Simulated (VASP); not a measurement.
The system is LiH.

```
Li H
1.0
    -4.00710    4.00710   -4.00710
     4.00710   -4.00710   -4.00710
    -4.00710   -4.00710    4.00710
Li H
16 16
Cartesian
  -2.0036 -4.0071 2.0036
  -6.0107 -2.0036 0.0000
  -2.0036 0.0000 -2.0036
  -4.0071 -2.0036 2.0036
  -2.0036 -2.0036 0.0000
  -4.0071 -4.0071 -4.0071
  -4.0071 2.0036 -2.0036
  -2.0036 -4.0071 -2.0036
  -4.0071 0.0000 0.0000
  -2.0036 -6.0107 0.0000
  2.0036 -4.0071 -2.0036
  -4.0071 -2.0036 -2.0036
  -2.0036 -2.0036 -4.0071
  -4.0071 -4.0071 0.0000
  0.0000 -2.0036 -2.0036
  0.0000 -4.0071 0.0000
  -4.0071 0.0000 -2.0036
  -4.0071 -2.0036 0.0000
  0.0000 0.0000 -2.0036
  -2.0036 -2.0036 2.0036
  0.0000 -2.0036 0.0000
  -6.0107 0.0000 0.0000
  -2.0036 2.0036 -2.0036
  0.0000 -4.0071 -2.0036
  -2.0036 0.0000 0.0000
  0.0000 -6.0107 0.0000
  0.0000 0.0000 -6.0107
  -2.0036 -2.0036 -2.0036
  0.0000 -2.0036 -4.0071
  -2.0036 -4.0071 0.0000
  2.0036 -2.0036 -2.0036
  -2.0036 0.0000 -4.0071
```

Base run:

* Program: VASP 6.6.1
* Functional: PBE
* Potentials or basis: VASP PAW PBE potentials, release 64 (Li_sv, H)
* Cutoff: 520 eV
* k mesh: 4 × 4 × 4, shifted
* Occupations: gaussian, width 0.01 eV
* Spin: no spin polarisation

Its results: band gap on the k mesh 3.16 eV.

Problem. The run is repeated on the same cell with these changes: k mesh from 4 × 4 × 4, shifted to 1 × 1 × 1, through Γ. What comes out?

Solution. Band gap on the k mesh 2.96 eV.

Caveats: some runs use coarse meshes; a shifted mesh leaves out Γ, where band edges can lie (at least some runs); an odd mesh through Γ misses points on the zone boundary, where band edges can lie (at least some runs).
